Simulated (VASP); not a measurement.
# Co (Fm-3m) in VASP: further runs

Runs on Co. Level: LDA. Tasks: single point.

All numbers are computed with VASP 6.6.1; they aren't measurements. Logs are shortened: lines on timing, memory, paths and dates and some standing lists are left out, and cuts for length are marked.

## Step 1: The cell of the first run

The structure is cubic, space group Fm-3m (No. 225). The conventional cell has a = 3.375 Å, b = 3.375 Å, c = 3.375 Å, α = 90.00°, β = 90.00°, γ = 90.00°. Within 3.2 Å of Co (site symmetry m-3m) lie 12 Co at 2.39 Å.

## Step 2: Single point, LDA

File INCAR:

```
PREC = Accurate
ENCUT = 520
EDIFF = 1E-6
ISMEAR = -1
SIGMA = 0.1
LREAL = F
LASPH = T
NELM = 100
ALGO = Normal
ISIF = 2
LWAVE = F
LCHARG = F
GGA = CA
NBANDS = 10
```

File KPOINTS:

```
regular mesh
0
Gamma
  18 18 18
```

File POSCAR:

```
Co
1.0
    0.0000000000      1.6876096372      1.6876096372
    1.6876096372      0.0000000000      1.6876096372
    1.6876096372      1.6876096372      0.0000000000
Co
1
Direct
    0.0000000000      0.0000000000      0.0000000000
```

Potentials or basis: VASP PAW LDA potentials, release 64 (Co).

Launch:

```bash
$ cat potpaw_LDA.64/Co/POTCAR > POTCAR
$ mpirun -np 1 vasp_std > vasp.out
```

OUTCAR:

```text
PREC = Accurate
   ENCUT = 520
   EDIFF = 1E-6
   ISMEAR = -1
   LREAL = F
   LASPH = T
   NELM = 100
   ISIF = 2
   GGA = CA

 ion  position               nearest neighbor table
   1  0.000  0.000  0.000-

  LATTYP: Found a face centered cubic cell.
 ALAT       =     3.3752192744

  Lattice vectors:

 A1 = (   0.0000000000,   1.6876096372,   1.6876096372)
 A2 = (   1.6876096372,   0.0000000000,   1.6876096372)
 A3 = (   1.6876096372,   1.6876096372,   0.0000000000)

Analysis of symmetry for initial positions (statically):
=====================================================================
 Subroutine PRICEL returns:
 Original cell was already a primitive cell.

 Routine SETGRP: Setting up the symmetry group for a
 face centered cubic supercell.

 Subroutine GETGRP returns: Found 48 space group operations
 (whereof 48 operations were pure point group operations)
 out of a pool of 48 trial point group operations.

The static configuration has the point symmetry O_h .

Analysis of symmetry for dynamics (positions and initial velocities):
=====================================================================
 Subroutine PRICEL returns:
 Original cell was already a primitive cell.

 Routine SETGRP: Setting up the symmetry group for a
 face centered cubic supercell.

 Subroutine GETGRP returns: Found 48 space group operations
 (whereof 48 operations were pure point group operations)
 out of a pool of 48 trial point group operations.

The dynamic configuration has the point symmetry O_h .

 Subroutine INISYM returns: Found 48 space group operations
 (whereof 48 operations are pure point group operations),
 and found     1 'primitive' translations

----------------------------------------------------------------------------------------

                                     Primitive cell

  volume of cell :       9.6127

  direct lattice vectors                    reciprocal lattice vectors
     0.000000000  1.687609637  1.687609637    -0.296277047  0.296277047  0.296277047
     1.687609637  0.000000000  1.687609637     0.296277047 -0.296277047  0.296277047
     1.687609637  1.687609637  0.000000000     0.296277047  0.296277047 -0.296277047

  length of vectors
     2.386640437  2.386640437  2.386640437     0.513166899  0.513166899  0.513166899

  position of ions in fractional coordinates (direct lattice)
     0.000000000  0.000000000  0.000000000

  ion indices of the primitive-cell ions
   primitive index   ion index
                 1           1

----------------------------------------------------------------------------------------

 KPOINTS: regular mesh

Automatic generation of k-mesh.
 Grid dimensions read from file:
 generate k-points for:   18   18   18

 Generating k-lattice:

  Cartesian coordinates                     Fractional coordinates (reciprocal lattice)
    -0.016459836  0.016459836  0.016459836     0.055555556  0.000000000  0.000000000
     0.016459836 -0.016459836  0.016459836     0.000000000  0.055555556  0.000000000
     0.016459836  0.016459836 -0.016459836     0.000000000  0.000000000  0.055555556

  Length of vectors
     0.028509272  0.028509272  0.028509272

  Shift w.r.t. Gamma in fractional coordinates (k-lattice)
     0.000000000  0.000000000  0.000000000

 Subroutine IBZKPT returns following result:
 ===========================================

 Found    195 irreducible k-points:

 Following reciprocal coordinates:
            Coordinates               Weight
  0.000000  0.000000  0.000000      1.000000
  0.055556  0.000000  0.000000      8.000000
  0.111111  0.000000  0.000000      8.000000
  0.166667  0.000000  0.000000      8.000000
  0.222222  0.000000  0.000000      8.000000
  0.277778  0.000000  0.000000      8.000000
[... 16 lines left out ...]
 -0.277778  0.055556  0.000000     24.000000
 -0.222222  0.055556  0.000000     24.000000
 [... further k-points ...]
   k-points           NKPTS =    195   k-points in BZ     NKDIM =    195   number of bands    NBANDS=     10
   number of dos      NEDOS =    301   number of ions     NIONS =      1
   total plane-waves  NPLWV =   5832
   dimension x,y,z NGX =    18 NGY =   18 NGZ =   18
   dimension x,y,z NGXF=    36 NGYF=   36 NGZF=   36
   ions per type =               1
   NGX,Y,Z   is equivalent  to a cutoff of  12.54, 12.54, 12.54 a.u.
   NGXF,Y,Z  is equivalent  to a cutoff of  25.08, 25.08, 25.08 a.u.
 SYSTEM =  unknown system
   PREC   = accura    normal or accurate (medium, high low for compatibility)
   ISTART =      0    job   : 0-new  1-cont  2-samecut
   ICHARG =      2    charge: 1-file 2-atom 10-const
   ISPIN  =      1    spin polarized calculation?
   LNONCOLLINEAR =      F non collinear calculations
   LSORBIT =      F    spin-orbit coupling
   LASPH  =      T    aspherical Exc in radial PAW
   ENCUT  =  520.0 eV  38.22 Ry    6.18 a.u.   4.44  4.44  4.44*2*pi/ulx,y,z
   NELM   =    100;   NELMIN=  2; NELMDL= -5     # of ELM steps
   EDIFF  = 0.1E-05   stopping-criterion for ELM
   LREAL  =      F    real-space projection
   EDIFFG = 0.1E-04   stopping-criterion for IOM
   NSW    =      0    number of steps for IOM
   IBRION =     -1    ionic relax: 0-MD 1-quasi-New 2-CG
   NFREE  =      0    steps in history (QN), initial steepest desc. (CG)
   ISIF   =      2    stress and relaxation
   ISYM   =      2    0-nonsym 1-usesym 2-fastsym
   POTIM  = 0.5000    time-step for ionic-motion
   TEBEG  =    0.0;   TEEND  =   0.0 temperature during run
   PSTRESS=    0.0 pullay stress
   NELECT =       9.0000    total number of electrons
   NUPDOWN=      -1.0000    fix difference up-down
   EMIN   =  10.00;   EMAX   =-10.00  energy-range for DOS
   EFERMI =   0.00;   METHOD = LEGACY
   ISMEAR =    -1;   SIGMA  =   0.10  broadening in eV -4-tet -1-fermi 0-gaus
   EFERMI_NEDOS =   21; number of points for ismear=-14 and -15
   IALGO  =     38    algorithm
   IMIX   =      4    mixing-type and parameters
     AMIX     =   0.40;   BMIX     =  1.00
     AMIX_MAG =   1.60;   BMIX_MAG =  1.00
  volume/ion in A,a.u.               =       9.61        64.87
  Fermi-wavevector in a.u.,A,eV,Ry     =   1.601549  3.026490 34.898406  2.564960
  Thomas-Fermi vector in A             =   2.698510
   LORBIT       =      0    0 simple, 1 ext, 2 COOP (PROOUT), +10 PAW based schemes
   GGA     = CA    functional components
   LHFCALC =     F    Hartree Fock is set to
   AEXX    =    0.0000 exact exchange contribution
   IVDW    =     0    specifies the selected vdW correction
   LEPSILON=     F    determine dielectric tensor
   LRPA    =     F    only Hartree local field effects (RPA)
 non-spin polarized calculation
  energy-cutoff  :      520.00
  volume of cell :        9.61
 maximum number of plane-waves:       271
 NGX is ok and might be reduce to    18
   NGX =  9   NGY =  9   NGZ =  9

 number of electron       9.0000007 magnetization

 Free energy of the ion-electron system (eV)
  ---------------------------------------------------
  ext. energy  EPLUGINS =         0.00000000
  ---------------------------------------------------
  free energy    TOTEN  =        -8.09302065 eV

  energy without entropy =       -8.02508371  energy(sigma->0) =       -8.05905218

 E-fermi :  11.7407     XC(G=0): -14.4802

 val. band max:       11.7372690871   @ k =  -0.3889   0.5000   0.1111
 cond. band min:      11.7431383650   @ k =  -0.3333   0.1667   0.0556
 fundamental gap:      0.0058692779
 Fermi energy:        11.7406639161

 k-point     1 :       0.0000    0.0000    0.0000
  band No.  band energies     occupation
      1       2.2053      2.00000
      2       9.5852      2.00000
      3       9.5852      2.00000
      4       9.5852      2.00000
      5      11.1268      1.99569
      6      11.1268      1.99569
      7      35.8594      0.00000
      8      41.2681      0.00000
      9      41.2681      0.00000
     10      41.2681      0.00000

 k-point     2 :       0.0556    0.0000    0.0000
  band No.  band energies     occupation
      1       2.3406      2.00000
      2       9.5383      2.00000
      3       9.6227      2.00000
      4       9.6227      2.00000
      5      11.1090      1.99640
      6      11.1090      1.99640
      7      35.6984      0.00000
      8      39.7044      0.00000
      9      41.1136      0.00000
     10      41.1136      0.00000

 k-point     3 :       0.1111    0.0000    0.0000
  band No.  band energies     occupation
      1       2.7387      2.00000
      2       9.4114      2.00000
      3       9.7202      2.00000
      4       9.7202      2.00000
      5      11.0706      1.99754
      6      11.0706      1.99754
      7      34.6901      0.00000
      8      37.8300      0.00000
      9      40.7620      0.00000
     10      40.7620      0.00000

 k-point     4 :       0.1667    0.0000    0.0000
  band No.  band energies     occupation
      1       3.3729      2.00000
      2       9.2459      2.00000
      3       9.8294      2.00000
      4       9.8294      2.00000
      5      11.0602      1.99779
      6      11.0602      1.99779
      7      32.3466      0.00000
      8      37.0808      0.00000
      9      40.3714      0.00000
     10      40.3714      0.00000

 k-point     5 :       0.2222    0.0000    0.0000
  band No.  band energies     occupation
      1       4.1859      2.00000
      2       9.1138      2.00000
      3       9.8769      2.00000
      4       9.8769      2.00000
      5      11.1480      1.99468
      6      11.1480      1.99468
      7      29.5879      0.00000
      8      36.5863      0.00000
      9      40.0161      0.00000
     10      40.0161      0.00000

 k-point     6 :       0.2778    0.0000    0.0000
  band No.  band energies     occupation
      1       5.0624      2.00000
      2       9.1337      2.00000
      3       9.8305      2.00000
      4       9.8305      2.00000
      5      11.3563      1.95807
      6      11.3563      1.95807
      7      26.8510      0.00000
      8      36.0047      0.00000
      9      39.7146      0.00000
     10      39.7146      0.00000

 k-point     7 :       0.3333    0.0000    0.0000
  band No.  band energies     occupation
      1       5.8010      2.00000
      2       9.4820      2.00000
      3       9.7300      2.00000
      4       9.7300      2.00000
      5      11.6269      1.51433
      6      11.6269      1.51433
      7      24.2772      0.00000
      8      35.3989      0.00000
      9      39.4643      0.00000
     10      39.4643      0.00000

 k-point     8 :       0.3889    0.0000    0.0000
  band No.  band energies     occupation
      1       6.2277      2.00000
      2       9.6266      2.00000
      3       9.6266      2.00000
      4      10.2473      2.00000
      5      11.8830      0.38841
      6      11.8830      0.38841
      7      21.9994      0.00000
      8      34.8853      0.00000
      9      39.2619      0.00000
     10      39.2619      0.00000

 k-point     9 :       0.4444    0.0000    0.0000
  band No.  band energies     occupation
      1       6.3932      2.00000
      2       9.5531      2.00000
      3       9.5531      2.00000
      4      11.1513      1.99450
      5      12.0631      0.07651
      6      12.0631      0.07651
      7      20.2698      0.00000
      8      34.5474      0.00000
      9      39.1197      0.00000
     10      39.1197      0.00000
[... 118 lines left out ...]
 k-point    19 :       0.5000    0.0556    0.0000
  band No.  band energies     occupation
      1       6.5130      2.00000
      2       9.4466      2.00000
      3       9.5937      2.00000
      4      10.9269      1.99942
      5      12.1320      0.03916
      6      12.8299      0.00004
      7      19.6664      0.00000
      8      34.1051      0.00000
      9      37.9956      0.00000
     10      38.0982      0.00000

 k-point    20 :      -0.4444    0.0556    0.0000
  band No.  band energies     occupation
      1       6.5020      2.00000
      2       9.4651      2.00000
      3       9.5946      2.00000
      4      10.8547      1.99972
      5      12.0453      0.09072
      6      12.7827      0.00006
      7      19.9126      0.00000
      8      34.0759      0.00000
      9      37.7219      0.00000
     10      38.6801      0.00000

 k-point    21 :      -0.3889    0.0556    0.0000
  band No.  band energies     occupation
      1       6.3950      2.00000
      2       9.5371      2.00000
      3       9.6473      2.00000
      4      10.2727      2.00000
      5      11.8412      0.53586
      6      12.4197      0.00225
      7      21.3903      0.00000
      8      34.2243      0.00000
      9      37.6753      0.00000
     10      39.6573      0.00000

 k-point    22 :      -0.3333    0.0556    0.0000
  band No.  band energies     occupation
      1       6.0766      2.00000
      2       9.5449      2.00000
      3       9.6499      2.00000
      4       9.7423      2.00000
      5      11.5564      1.72647
      6      12.0605      0.07842
      7      23.5423      0.00000
      8      34.5163      0.00000
      9      37.9369      0.00000
     10      40.8559      0.00000

 k-point    23 :      -0.2778    0.0556    0.0000
  band No.  band energies     occupation
      1       5.4365      2.00000
      2       9.1133      2.00000
      3       9.7696      2.00000
      4       9.8545      2.00000
      5      11.2484      1.98554
      6      11.7313      1.04677
      7      26.0451      0.00000
      8      34.9057      0.00000
      9      38.4421      0.00000
     10      41.7030      0.00000

 k-point    24 :      -0.2222    0.0556    0.0000
  band No.  band energies     occupation
      1       4.5844      2.00000
      2       9.0287      2.00000
      3       9.8604      2.00000
      4       9.9325      2.00000
      5      10.9976      1.99882
      6      11.4480      1.89831
      7      28.7452      0.00000
      8      35.3512      0.00000
      9      39.0533      0.00000
     10      41.8707      0.00000

 [... further k-points ...]
[... 5 lines left out ...]
  --------------------------------------------------------------------------------------
  -------------------------------------------------------------------------------------
  Total       -0.0521609     -0.0521609     -0.0521609      0.0000000     -0.0000000     -0.0000000
  in kB       -8.6938045     -8.6938045     -8.6938045      0.0000000     -0.0000000     -0.0000000
  external PRESSURE =      -8.6938045 kB  Pullay stress =       0.0000000 kB

 VOLUME and BASIS-vectors are now :
 -----------------------------------------------------------------------------
  energy-cutoff  :      520.00
  volume of cell :        9.61
      direct lattice vectors                 reciprocal lattice vectors
     0.000000000  1.687609637  1.687609637    -0.296277047  0.296277047  0.296277047
     1.687609637  0.000000000  1.687609637     0.296277047 -0.296277047  0.296277047
     1.687609637  1.687609637  0.000000000     0.296277047  0.296277047 -0.296277047

 POSITION                                       TOTAL-FORCE (eV/Angst)
 -----------------------------------------------------------------------------------
      0.00000      0.00000      0.00000         0.000000      0.000000      0.000000
 -----------------------------------------------------------------------------------
    total drift:                               -0.000000     -0.000000     -0.000000

  FREE ENERGIE OF THE ION-ELECTRON SYSTEM (eV)
  ---------------------------------------------------
  free  energy   TOTEN  =        -8.0930206489 eV

  energy  without entropy=       -8.0250837110  energy(sigma->0) =       -8.05905218
```

It took 10 s on 1 thread of Intel Xeon Platinum 8375C at 2.90GHz (Ice Lake), shared host; peak memory 0.13 GiB.

What came out:

```yaml
Free_energy: -8.0930 eV
Pressure: -0.9 GPa
```

Levels at points of the mesh, in eV from the Fermi level:
```
           k point  band 1  band 2  band 3  band 4  band 5  band 6  band 7  band 8  band 9
(0.00, 0.00, 0.00)   -9.54   -2.16   -2.16   -2.16   -0.61   -0.61   24.12   29.53   29.53
(0.50, 0.00, 0.00)   -5.31   -2.21   -2.21   -0.15    0.39    0.39    7.83   22.69   27.33
(0.50, 0.50, 0.00)   -5.32   -4.63    0.39    0.63    0.63    2.95   11.50   16.37   16.37
```

Caveat: the run has no spin polarisation, though such a crystal can be magnetic.

## Step 3: Single point, LDA (volume scaled by 1.04)

File INCAR:

```
SYSTEM = Co
  PREC = Accurate
  ENCUT = 520
  EDIFF = 1E-6
  ISMEAR = -1
  SIGMA = 0.1
  LREAL = .FALSE.
  LASPH = .TRUE.
  NELM = 80
  ALGO = Normal
  ISIF = 2
  LWAVE = .FALSE.
  LCHARG = .FALSE.
  NBANDS = 10
```

File KPOINTS:

```
regular mesh
0
G
  18 18 18
  0 0 0
```

File POSCAR:

```
Co
1.0
    0.0000000000      1.7098175739      1.7098175739
    1.7098175739      0.0000000000      1.7098175739
    1.7098175739      1.7098175739      0.0000000000
Co
1
Direct
    0.0000000000      0.0000000000      0.0000000000
```

Potentials or basis: VASP PAW LDA potentials, release 64 (Co).

Launch:

```bash
$ cat potpaw_LDA.64/Co/POTCAR > POTCAR
$ mpirun -np 1 vasp_std > vasp.out
```

It took 10 s on 1 thread of Intel Xeon Platinum 8375C at 2.90GHz (Ice Lake), shared host; peak memory 0.13 GiB.

Results (log left out):

```
Free energy : -8.0773 eV
Pressure    : -11.8 GPa
```

Levels at points of the mesh, in eV from the Fermi level:
| k point | band 1 | band 2 | band 3 | band 4 | band 5 | band 6 | band 7 | band 8 | band 9 |
| --- | --- | --- | --- | --- | --- | --- | --- | --- | --- |
| (0.00, 0.00, 0.00) | -9.27 | -2.03 | -2.03 | -2.03 | -0.58 | -0.58 | 23.83 | 28.93 | 28.93 |
| (0.50, 0.00, 0.00) | -5.06 | -2.08 | -2.08 | -0.11 | 0.37 | 0.37 | 7.48 | 22.41 | 26.61 |
| (0.50, 0.50, 0.00) | -5.03 | -4.37 | 0.37 | 0.59 | 0.59 | 2.89 | 11.09 | 15.97 | 15.97 |

Caveat: the run has no spin polarisation, though such a crystal can be magnetic. Spin polarisation is off, so any magnetic state and its effect on volume and gap are missing.

## Step 4: Single point, LDA (volume scaled by 1.08)

File INCAR:

```
ALGO = Normal
EDIFF = 1E-7
ENCUT = 520
ISIF = 2
ISMEAR = -1
LASPH = True
LCHARG = True
LELF = True
LREAL = False
LVHAR = True
LWAVE = False
NBANDS = 10
NELM = 80
PREC = Accurate
SIGMA = 0.1
```

File KPOINTS:

```
k-points
0
Gamma
  18 18 18
```

File POSCAR:

```
Co
1.0
    0.0000000000      1.7314631322      1.7314631322
    1.7314631322      0.0000000000      1.7314631322
    1.7314631322      1.7314631322      0.0000000000
Co
1
Direct
    0.0000000000      0.0000000000      0.0000000000
```

Launch:

```bash
$ cat potpaw_LDA.64/Co/POTCAR > POTCAR
$ mpirun -np 1 vasp_std > vasp.out
```

Wall time 11 s (1 thread of Intel Xeon Platinum 8375C at 2.90GHz (Ice Lake), shared host); peak memory 0.13 GiB.

The run converged. Its results:

| Quantity | Value |
| --- | --- |
| Free energy | -8.0383 eV |
| Pressure | -20.4 GPa |

Levels at points of the mesh, in eV from the Fermi level:
```
           k point  band 1  band 2  band 3  band 4  band 5  band 6  band 7  band 8  band 9
(0.00, 0.00, 0.00)   -9.01   -1.92   -1.92   -1.92   -0.54   -0.54   23.54   28.35   28.35
(0.50, 0.00, 0.00)   -4.82   -1.97   -1.97   -0.06    0.35    0.35    7.16   22.14   25.93
(0.50, 0.50, 0.00)   -4.76   -4.13    0.35    0.56    0.56    2.84   10.70   15.59   15.59
```

Caveat: the run has no spin polarisation, though such a crystal can be magnetic.

[end of part 1 of 2]
